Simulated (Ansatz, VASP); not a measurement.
**Si: VASP beside Ansatz**

```
Si
1.0
     3.90879    0.00000    0.00000
    -1.95439    3.38511    0.00000
     0.00000    0.00000    5.94879
Si
4
Cartesian
  0.0000 2.2567 0.3750
  1.9544 1.1284 3.3494
  0.0000 2.2567 2.5994
  1.9544 1.1284 5.5738
```

Alike in both runs: task single point; functional LDA; k mesh 12 × 12 × 6; occupations gaussian, width 0.03 eV; no spin polarisation.

|  | VASP | Ansatz |
| --- | --- | --- |
| version | VASP 6.6.1 | Ansatz 0.2.0 |
| potentials or method | VASP PAW LDA potentials, release 64 (Si), cutoff 520 eV | scalar-relativistic, plane waves, PAW |
| valence electrons in the cell | 16 | 16 |

VASP gave:

- gap on the k mesh at the Fermi level (eV): none
- pressure (GPa): 1.2
- traceless stress, the component that is largest in VASP (GPa): 14.34
- rms of the force components (eV/Å): 0.683

Q: What did Ansatz give for the same quantities?

A: gap on the k mesh at the Fermi level (eV): none; pressure (GPa): 1.1; traceless stress, the component that is largest in VASP (GPa): 14.31; rms of the force components (eV/Å): 0.683.

Ansatz warns that its potentials were made for another functional, while VASP's fit it. LDA's correlation is that of Perdew and Zunger in VASP and of Perdew and Wang (1992) in Ansatz. Atom by atom the forces differ by 0.000 eV/Å (rms over components). A gap of «none» marks a metal or a gap that the smearing closes.
